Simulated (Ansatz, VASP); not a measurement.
**One calculation of CrTe16Mo7, two programs**

File INCAR:

```
SYSTEM = CrTe16Mo7
PREC = Accurate
ENCUT = 520
EDIFF = 1E-6
ISMEAR = 0
SIGMA = 0.05
LREAL = Auto
LASPH = .True.
NELM = 100
ALGO = Normal
ISIF = 2
LWAVE = .False.
LCHARG = .False.
GGA = PS
NBANDS = 121
```

The input KPOINTS:

```
Automatic mesh
0
Gamma
  3 3 2
  0 0 0
```

File POSCAR:

```
CrTe16Mo7
1.0
    7.0363995000      0.0000000000      0.0000000000
   -3.5181998000      6.0937007000      0.0000000000
    0.0000000000      0.0000000000     13.9736000000
Te Cr Mo
16 1 7
Direct
    0.1666666667      0.3333333333      0.6217137357
    0.1667203194      0.8333601597      0.6213134879
    0.6666398403      0.3332796806      0.6213134879
    0.6666398403      0.8333601597      0.6213134879
    0.3322740456      0.1677259544      0.1212727089
    0.3322740456      0.6645480911      0.1212727089
    0.8354519089      0.1677259544      0.1212727089
    0.8333333333      0.6666666667      0.1218475606
    0.1666666667      0.3333333333      0.8782862643
    0.1667203194      0.8333601597      0.8786865121
    0.6666398403      0.3332796806      0.8786865121
    0.6666398403      0.8333601597      0.8786865121
    0.3322740456      0.1677259544      0.3787272911
    0.3322740456      0.6645480911      0.3787272911
    0.8354519089      0.1677259544      0.3787272911
    0.8333333333      0.6666666667      0.3781524394
    0.1666666667      0.3333333333      0.2500000000
    0.1672657542      0.8336328771      0.2500000000
    0.6663671229      0.3327342458      0.2500000000
    0.6663671229      0.8336328771      0.2500000000
    0.3335278702      0.1664721298      0.7500000000
    0.3335278702      0.6670557404      0.7500000000
    0.8329442596      0.1664721298      0.7500000000
    0.8333333333      0.6666666667      0.7500000000
```

Input for Ansatz:

```yaml
crystal:
  lattice:
    - [7.0363995, 0.0, 0.0]
    - [-3.5181998, 6.0937007, 0.0]
    - [0.0, 0.0, 13.9736]
  atoms:
    - { symbol: Te, position: [0.1666666667, 0.3333333333, 0.6217137357] }
    - { symbol: Te, position: [0.1667203194, 0.8333601597, 0.6213134879] }
    - { symbol: Te, position: [0.6666398403, 0.3332796806, 0.6213134879] }
    - { symbol: Te, position: [0.6666398403, 0.8333601597, 0.6213134879] }
    - { symbol: Te, position: [0.3322740456, 0.1677259544, 0.1212727089] }
    - { symbol: Te, position: [0.3322740456, 0.6645480911, 0.1212727089] }
    - { symbol: Te, position: [0.8354519089, 0.1677259544, 0.1212727089] }
    - { symbol: Te, position: [0.8333333333, 0.6666666667, 0.1218475606] }
    - { symbol: Te, position: [0.1666666667, 0.3333333333, 0.8782862643] }
    - { symbol: Te, position: [0.1667203194, 0.8333601597, 0.8786865121] }
    - { symbol: Te, position: [0.6666398403, 0.3332796806, 0.8786865121] }
    - { symbol: Te, position: [0.6666398403, 0.8333601597, 0.8786865121] }
    - { symbol: Te, position: [0.3322740456, 0.1677259544, 0.3787272911] }
    - { symbol: Te, position: [0.3322740456, 0.6645480911, 0.3787272911] }
    - { symbol: Te, position: [0.8354519089, 0.1677259544, 0.3787272911] }
    - { symbol: Te, position: [0.8333333333, 0.6666666667, 0.3781524394] }
    - { symbol: Cr, position: [0.1666666667, 0.3333333333, 0.25] }
    - { symbol: Mo, position: [0.1672657542, 0.8336328771, 0.25] }
    - { symbol: Mo, position: [0.6663671229, 0.3327342458, 0.25] }
    - { symbol: Mo, position: [0.6663671229, 0.8336328771, 0.25] }
    - { symbol: Mo, position: [0.3335278702, 0.1664721298, 0.75] }
    - { symbol: Mo, position: [0.3335278702, 0.6670557404, 0.75] }
    - { symbol: Mo, position: [0.8329442596, 0.1664721298, 0.75] }
    - { symbol: Mo, position: [0.8333333333, 0.6666666667, 0.75] }
basis:
  ecutwfc: 420
  ecutrho_ratio: 4
kpoints:
  mp_grid: { grid: [3, 3, 2] }
hamiltonian:
  xc: pbesol
scf:
  occupations: { method: gaussian, width: 0.05 }
  lower_state_search: "off"
  max_iter: 150
output:
  forces: true
  stress: true
  eigenvalues: true
  populations: true
  hubbard: { sites: [{ site: 16, l: d }] }
```

Alike in both runs: task single point; functional PBEsol; k mesh 3 × 3 × 2; occupations gaussian, width 0.05 eV; no spin polarisation.

|  | VASP | Ansatz |
| --- | --- | --- |
| version | VASP 6.6.1 | Ansatz 0.2.0 |
| potentials or method | VASP PAW PBE potentials, release 64 (Te, Cr_pv, Mo_sv), cutoff 520 eV | scalar-relativistic, plane waves, PAW |
| valence electrons in the cell | 206 | 368 |

Ansatz gave:

- gap on the k mesh at the Fermi level (eV): 0.72
- least direct gap on the mesh (eV): 0.76
- pressure (GPa): -1.7
- traceless stress, the component that is largest in VASP (GPa): 0.23
- rms of the force components (eV/Å): 0.173

Problem. What did VASP give for the same quantities?

Solution. gap on the k mesh at the Fermi level (eV): 0.71; least direct gap on the mesh (eV): 0.76; pressure (GPa): -1.6; traceless stress, the component that is largest in VASP (GPa): 0.28; rms of the force components (eV/Å): 0.170.

VASP's potentials were made for PBE, not for PBEsol. Atom by atom the forces differ by 0.013 eV/Å (rms over components). VASP's potentials hold 206 valence electrons a cell and Ansatz's 368, so a difference there can come from the potentials and not from the codes.

Neither program's run includes spin-orbit coupling.
